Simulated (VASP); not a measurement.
Wanted: the native input for a VASP 6.6.1 run.

| Item | Value |
| --- | --- |
| Task | single point |
| Functional | LDA |
| Potentials or basis | VASP PAW LDA potentials, release 64 (Zr_sv, S) |
| Cutoff | 520 eV |
| k mesh | 6 × 6 × 6 |
| Occupations | gaussian, width 0.1 eV |
| Spin | no spin polarisation |
| Dipole correction | no |
| Further INCAR settings | ALGO = Normal; EDIFF = 1e-06; NBANDS = 16 |

The structure of ZrS lies in POSCAR:

```
ZrS
1.0
    0.0000000000      2.6250000000      2.6250000000
    2.6250000000      0.0000000000      2.6250000000
    2.6250000000      2.6250000000      0.0000000000
Zr S
1 1
Direct
    0.0000000000      0.0000000000      0.0000000000
    0.5000000000      0.5000000000      0.5000000000
```

One way to write it, as run:

INCAR

```
SYSTEM = ZrS
ALGO = Normal
EDIFF = 1E-6
ENCUT = 520
ISIF = 2
ISMEAR = 0
LASPH = .TRUE.
LCHARG = .TRUE.
LELF = .TRUE.
LREAL = .FALSE.
LVHAR = .TRUE.
LWAVE = .FALSE.
NBANDS = 16
NELM = 100
PREC = Accurate
SIGMA = 0.1
```

KPOINTS

```
k-points
0
G
  6 6 6
  0 0 0
```

Potentials or basis: VASP PAW LDA potentials, release 64 (Zr_sv, S).

Launch:

```console
$ cat potpaw_LDA.64/Zr_sv/POTCAR potpaw_LDA.64/S/POTCAR > POTCAR
$ mpirun -np 1 vasp_std > vasp.out
```

It gave:

```yaml
Pressure: -8.5 GPa
Band_gap_on_the_k_mesh: zero (band 9 reaches 11.95 eV, above the bottom of band 10 at 9.15 eV)
```

Wall time 8.1 s on 1 thread of Intel(R) Xeon(R) Platinum 8259CL CPU @ 2.50GHz (Skylake/Cascade Lake), on a shared host, peak memory 0.14 GiB.
